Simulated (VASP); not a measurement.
# CsTl (Pm-3m) in VASP: further runs, part 2 of 3

VASP 6.6.1. The steps go on from the part before.

## Step 3: Single point, PBE (46.15 Å³/atom)

This run uses another cell than the first one, of 46.15 Å³/atom.

Contents of INCAR:

```
SYSTEM = CsTl
PREC     = Accurate       ! precision mode
ENCUT    = 520            ! plane-wave cutoff, eV
EDIFF    = 1E-6           ! SCF threshold, eV
ISMEAR   = 0              ! smearing method
SIGMA    = 0.1            ! smearing width, eV
LREAL    = .False.        ! projectors in reciprocal space
LASPH    = .True.         ! aspherical terms in the spheres
NELM     = 100            ! most SCF steps
ALGO     = Fast           ! electronic algorithm
ISIF     = 2              ! what is computed and relaxed
LWAVE    = .False.        ! write WAVECAR
LCHARG   = .False.        ! write CHGCAR
GGA      = PE             ! functional
NBANDS   = 18             ! bands
```

Contents of KPOINTS:

```
Automatic mesh
0
Gamma
  12 12 12
  0 0 0
```

Contents of POSCAR:

```
CsTl
1.0
    4.5192682878      0.0000000000      0.0000000000
    0.0000000000      4.5192682878      0.0000000000
    0.0000000000      0.0000000000      4.5192682878
Cs Tl
1 1
Direct
    0.5000000000      0.5000000000      0.5000000000
    0.0000000000      0.0000000000      0.0000000000
```

Potentials or basis: VASP PAW PBE potentials, release 64 (Cs_sv, Tl_d).

Started as:

```console
$ cat potpaw_PBE.64/Cs_sv/POTCAR potpaw_PBE.64/Tl_d/POTCAR > POTCAR
$ mpirun -np 1 vasp_std > vasp.out
```

OUTCAR:

```text
SYSTEM = CsTl
   PREC = Accurate
   ENCUT = 520
   EDIFF = 1E-6
   ISMEAR = 0
   LREAL = .False.
   LASPH = .True.
   NELM = 100
   ISIF = 2
   GGA = PE

 ion  position               nearest neighbor table
   1  0.500  0.500  0.500-
   2  0.000  0.000  0.000-

  LATTYP: Found a simple cubic cell.
 ALAT       =     4.5192682878

  Lattice vectors:

 A1 = (   4.5192682878,   0.0000000000,   0.0000000000)
 A2 = (   0.0000000000,   4.5192682878,   0.0000000000)
 A3 = (   0.0000000000,   0.0000000000,   4.5192682878)

Analysis of symmetry for initial positions (statically):
=====================================================================
 Subroutine PRICEL returns:
 Original cell was already a primitive cell.

 Routine SETGRP: Setting up the symmetry group for a
 simple cubic supercell.

 Subroutine GETGRP returns: Found 48 space group operations
 (whereof 48 operations were pure point group operations)
 out of a pool of 48 trial point group operations.

The static configuration has the point symmetry O_h .

Analysis of symmetry for dynamics (positions and initial velocities):
=====================================================================
 Subroutine PRICEL returns:
 Original cell was already a primitive cell.

 Routine SETGRP: Setting up the symmetry group for a
 simple cubic supercell.

 Subroutine GETGRP returns: Found 48 space group operations
 (whereof 48 operations were pure point group operations)
 out of a pool of 48 trial point group operations.

The dynamic configuration has the point symmetry O_h .

 Subroutine INISYM returns: Found 48 space group operations
 (whereof 48 operations are pure point group operations),
 and found     1 'primitive' translations

----------------------------------------------------------------------------------------

                                     Primitive cell

  volume of cell :      92.3006

  direct lattice vectors                    reciprocal lattice vectors
     4.519268288  0.000000000  0.000000000     0.221274759  0.000000000  0.000000000
     0.000000000  4.519268288  0.000000000     0.000000000  0.221274759  0.000000000
     0.000000000  0.000000000  4.519268288     0.000000000  0.000000000  0.221274759

  length of vectors
     4.519268288  4.519268288  4.519268288     0.221274759  0.221274759  0.221274759

  position of ions in fractional coordinates (direct lattice)
     0.500000000  0.500000000  0.500000000
     0.000000000  0.000000000  0.000000000

  ion indices of the primitive-cell ions
   primitive index   ion index
                 1           1
                 2           2

----------------------------------------------------------------------------------------

 KPOINTS: Automatic mesh

Automatic generation of k-mesh.
 Grid dimensions read from file:
 generate k-points for:   12   12   12

 Generating k-lattice:

  Cartesian coordinates                     Fractional coordinates (reciprocal lattice)
     0.018439563  0.000000000  0.000000000     0.083333333  0.000000000  0.000000000
     0.000000000  0.018439563  0.000000000     0.000000000  0.083333333  0.000000000
     0.000000000  0.000000000  0.018439563     0.000000000  0.000000000  0.083333333

  Length of vectors
     0.018439563  0.018439563  0.018439563

  Shift w.r.t. Gamma in fractional coordinates (k-lattice)
     0.000000000  0.000000000  0.000000000

 Subroutine IBZKPT returns following result:
 ===========================================

 Found     84 irreducible k-points:

 Following reciprocal coordinates:
            Coordinates               Weight
  0.000000  0.000000  0.000000      1.000000
  0.083333  0.000000  0.000000      6.000000
  0.166667  0.000000  0.000000      6.000000
  0.250000  0.000000  0.000000      6.000000
  0.333333  0.000000  0.000000      6.000000
  0.416667  0.000000  0.000000      6.000000
[... 16 lines left out ...]
  0.333333  0.333333  0.000000     12.000000
  0.416667  0.333333  0.000000     24.000000
 [... further k-points ...]
   k-points           NKPTS =     84   k-points in BZ     NKDIM =     84   number of bands    NBANDS=     18
   number of dos      NEDOS =    301   number of ions     NIONS =      2
   total plane-waves  NPLWV =  46656
   dimension x,y,z NGX =    36 NGY =   36 NGZ =   36
   dimension x,y,z NGXF=    72 NGYF=   72 NGZF=   72
   ions per type =               1   1
   NGX,Y,Z   is equivalent  to a cutoff of  13.24, 13.24, 13.24 a.u.
   NGXF,Y,Z  is equivalent  to a cutoff of  26.49, 26.49, 26.49 a.u.
 SYSTEM =  CsTl
   PREC   = accura    normal or accurate (medium, high low for compatibility)
   ISTART =      0    job   : 0-new  1-cont  2-samecut
   ICHARG =      2    charge: 1-file 2-atom 10-const
   ISPIN  =      1    spin polarized calculation?
   LNONCOLLINEAR =      F non collinear calculations
   LSORBIT =      F    spin-orbit coupling
   LASPH  =      T    aspherical Exc in radial PAW
   ENCUT  =  520.0 eV  38.22 Ry    6.18 a.u.   8.40  8.40  8.40*2*pi/ulx,y,z
   NELM   =    100;   NELMIN=  2; NELMDL= -5     # of ELM steps
   EDIFF  = 0.1E-05   stopping-criterion for ELM
   LREAL  =      F    real-space projection
   EDIFFG = 0.1E-04   stopping-criterion for IOM
   NSW    =      0    number of steps for IOM
   IBRION =     -1    ionic relax: 0-MD 1-quasi-New 2-CG
   NFREE  =      0    steps in history (QN), initial steepest desc. (CG)
   ISIF   =      2    stress and relaxation
   ISYM   =      2    0-nonsym 1-usesym 2-fastsym
   POTIM  = 0.5000    time-step for ionic-motion
   TEBEG  =    0.0;   TEEND  =   0.0 temperature during run
   PSTRESS=    0.0 pullay stress
   NELECT =      22.0000    total number of electrons
   NUPDOWN=      -1.0000    fix difference up-down
   EMIN   =  10.00;   EMAX   =-10.00  energy-range for DOS
   EFERMI =   0.00;   METHOD = LEGACY
   ISMEAR =     0;   SIGMA  =   0.10  broadening in eV -4-tet -1-fermi 0-gaus
   EFERMI_NEDOS =   21; number of points for ismear=-14 and -15
   IALGO  =     68    algorithm
   IMIX   =      4    mixing-type and parameters
     AMIX     =   0.40;   BMIX     =  1.00
     AMIX_MAG =   1.60;   BMIX_MAG =  1.00
  volume/ion in A,a.u.               =      46.15       311.44
  Fermi-wavevector in a.u.,A,eV,Ry     =   1.015035  1.918138 14.018023  1.030296
  Thomas-Fermi vector in A             =   2.148297
   LORBIT       =      0    0 simple, 1 ext, 2 COOP (PROOUT), +10 PAW based schemes
   GGA     = PE    functional components
   LHFCALC =     F    Hartree Fock is set to
   AEXX    =    0.0000 exact exchange contribution
   IVDW    =     0    specifies the selected vdW correction
   LEPSILON=     F    determine dielectric tensor
   LRPA    =     F    only Hartree local field effects (RPA)
 non-spin polarized calculation
 RMM-DIIS sequential band-by-band and
 Gauss-broadening in eV      SIGMA  =   0.10
  energy-cutoff  :      520.00
  volume of cell :       92.30
 maximum number of plane-waves:      2517
 NGX is ok and might be reduce to    36
   NGX = 17   NGY = 17   NGZ = 17

 number of electron      22.0000002 magnetization

 Free energy of the ion-electron system (eV)
  ---------------------------------------------------
  ext. energy  EPLUGINS =         0.00000000
  ---------------------------------------------------
  free energy    TOTEN  =        -2.89858520 eV

  energy without entropy =       -2.88577029  energy(sigma->0) =       -2.89217775

 E-fermi :   3.0092     XC(G=0):  -8.1528

 val. band max:        3.0033030897   @ k =   0.4167   0.4167   0.0833
 cond. band min:       3.0351627232   @ k =   0.2500   0.1667   0.0833
 fundamental gap:      0.0318596336
 Fermi energy:         3.0091598191

 k-point     1 :       0.0000    0.0000    0.0000
  band No.  band energies     occupation
      1     -19.5580      2.00000
      2      -8.7035      2.00000
      3      -8.7035      2.00000
      4      -8.6693      2.00000
      5      -8.6693      2.00000
      6      -8.6693      2.00000
[... 10 lines left out ...]
     17       8.9738      0.00000
     18       8.9738      0.00000

 k-point     2 :       0.0833    0.0000    0.0000
  band No.  band energies     occupation
      1     -19.5561      2.00000
      2      -8.7033      2.00000
      3      -8.7005      2.00000
      4      -8.6717      2.00000
      5      -8.6717      2.00000
      6      -8.6692      2.00000
[... 10 lines left out ...]
     17       8.9880      0.00000
     18       9.0182      0.00000
[... 442 lines left out ...]
 k-point    24 :       0.4167    0.3333    0.0000
  band No.  band energies     occupation
      1     -19.5117      2.00000
      2      -8.7005      2.00000
      3      -8.6891      2.00000
      4      -8.6813      2.00000
      5      -8.6803      2.00000
      6      -8.6360      2.00000
[... 10 lines left out ...]
     17       8.5326      0.00000
     18       9.0443      0.00000

 [... further k-points ...]
[... 5 lines left out ...]
  --------------------------------------------------------------------------------------
  -------------------------------------------------------------------------------------
  Total        0.4835748      0.4835748      0.4835748     -0.0000000     -0.0000000      0.0000000
  in kB        8.3940176      8.3940176      8.3940176     -0.0000000     -0.0000000      0.0000000
  external PRESSURE =       8.3940176 kB  Pullay stress =       0.0000000 kB

 VOLUME and BASIS-vectors are now :
 -----------------------------------------------------------------------------
  energy-cutoff  :      520.00
  volume of cell :       92.30
      direct lattice vectors                 reciprocal lattice vectors
     4.519268288  0.000000000  0.000000000     0.221274759  0.000000000  0.000000000
     0.000000000  4.519268288  0.000000000     0.000000000  0.221274759  0.000000000
     0.000000000  0.000000000  4.519268288     0.000000000  0.000000000  0.221274759

 POSITION                                       TOTAL-FORCE (eV/Angst)
 -----------------------------------------------------------------------------------
      2.25963      2.25963      2.25963         0.000000      0.000000      0.000000
      0.00000      0.00000      0.00000         0.000000      0.000000      0.000000
 -----------------------------------------------------------------------------------
    total drift:                                0.000000      0.000000      0.000000

  FREE ENERGIE OF THE ION-ELECTRON SYSTEM (eV)
  ---------------------------------------------------
  free  energy   TOTEN  =        -2.8985852023 eV

  energy  without entropy=       -2.8857702914  energy(sigma->0) =       -2.89217775
```

It took 1.7 min on 1 thread of Intel Xeon Platinum 8375C at 2.90GHz (Ice Lake), shared host; peak memory 0.3 GiB.

Results:

| Quantity | Value |
| --- | --- |
| Free energy | -2.8986 eV |
| Pressure | 0.8 GPa |
| Band gap on the k mesh | zero (bands 11 and 12 overlap by 2.77 eV) |

Caveat: spin-orbit coupling is left out, which moves the levels of the heavy elements.

[end of part 2 of 3]

The gap in the log of VASP goes by the Fermi energy; the results here count the filled bands.